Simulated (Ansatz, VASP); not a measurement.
# One calculation of ScAl3, two programs

File INCAR:

```
SYSTEM = ScAl3
  ALGO = Normal
  EDIFF = 1E-7
  ENCUT = 520
  GGA = PE
  ISIF = 2
  ISMEAR = 0
  LASPH = .True.
  LCHARG = .False.
  LREAL = .False.
  LWAVE = .False.
  NBANDS = 18
  NELM = 80
  PREC = Accurate
  SIGMA = 0.05
```

File KPOINTS:

```
k-points
0
Gamma
  6 6 6
  0 0 0
```

File POSCAR:

```
ScAl3
1.0
    4.0185083255      0.0000000000      0.0000000000
    0.0000000000      4.0185083255      0.0000000000
    0.0000000000      0.0000000000      4.0185083255
Sc Al
1 3
Direct
    0.0000000000      0.0000000000      0.0000000000
    0.5000000000      0.0000000000      0.5000000000
    0.0000000000      0.5000000000      0.5000000000
    0.5000000000      0.5000000000      0.0000000000
```

Input for Ansatz:

```yaml
crystal:
  lattice:
    - [4.018508325453544, 0.0, 0.0]
    - [0.0, 4.018508325453544, 0.0]
    - [0.0, 0.0, 4.018508325453544]
  atoms:
    - { symbol: Sc, position: [0.0, 0.0, 0.0] }
    - { symbol: Al, position: [0.5, 0.0, 0.5] }
    - { symbol: Al, position: [0.0, 0.5, 0.5] }
    - { symbol: Al, position: [0.5, 0.5, 0.0] }
basis:
  ecutwfc: 500.0
kpoints:
  mp_grid:
    grid: [6, 6, 6]
hamiltonian:
  xc: pbe
scf:
  occupations:
    method: gaussian
    width: 0.05
output:
  stress: true
```

Alike in both runs: task single point; functional PBE; k mesh 6 × 6 × 6; occupations gaussian, width 0.05 eV; no spin polarisation.

```csv
,VASP,Ansatz
version,VASP 6.6.1,Ansatz 0.2.0
potentials or method,"VASP PAW PBE potentials, release 64 (Sc_sv, Al), cutoff 520 eV","plane waves, PAW"
valence electrons in the cell,20,20
```

|  | VASP | Ansatz | Ansatz less VASP |
| --- | --- | --- | --- |
| pressure (GPa) | 6.3 | 6.3 | -0.05 |

The functional is the same, so the differences come from potentials, cutoffs and numerics.
